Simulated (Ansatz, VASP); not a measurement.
# ZnO in VASP and in Ansatz

```
Zn O
1.0
     3.24940    0.00000    0.00000
    -1.62470    2.81406    0.00000
     0.00000    0.00000    5.25584
Zn O
2 2
Cartesian
  0.0000 1.8760 0.0000
  1.6247 0.9380 2.6279
  0.0000 1.8760 2.0083
  1.6247 0.9380 4.6362
```

Change from the starting cell: zz strain of +1 %, crystal datasets.

Alike in both runs: task electric field gradients; functional PBE; k mesh 11 × 11 × 6; occupations fermi-dirac, width 0.02 eV; no spin polarisation.

|  | VASP | Ansatz |
| --- | --- | --- |
| version | VASP 6.6.1 | Ansatz 0.2.0 |
| potentials or method | VASP PAW PBE potentials, release 64 (Zn, O), cutoff 520 eV | all-electron PAW with datasets made for the crystal, scalar-relativistic |

```csv
,VASP,Ansatz,Ansatz less VASP
gap on the k mesh at the Fermi level (eV),0.76,0.79,+0.031
pressure (GPa),4.5,3.4,-1.11
"traceless stress, the component that is largest in VASP (GPa)",-1.27,-1.18,+0.089
rms of the force components (eV/Å),0.068,0.064,-0.0042
size of Vzz on the site where it differs most (V/Å²),12.0,11.7,-0.29
```

Atom by atom the forces differ by 0.004 eV/Å (rms over components). Ansatz ran all-electron here, and VASP with PAW potentials.
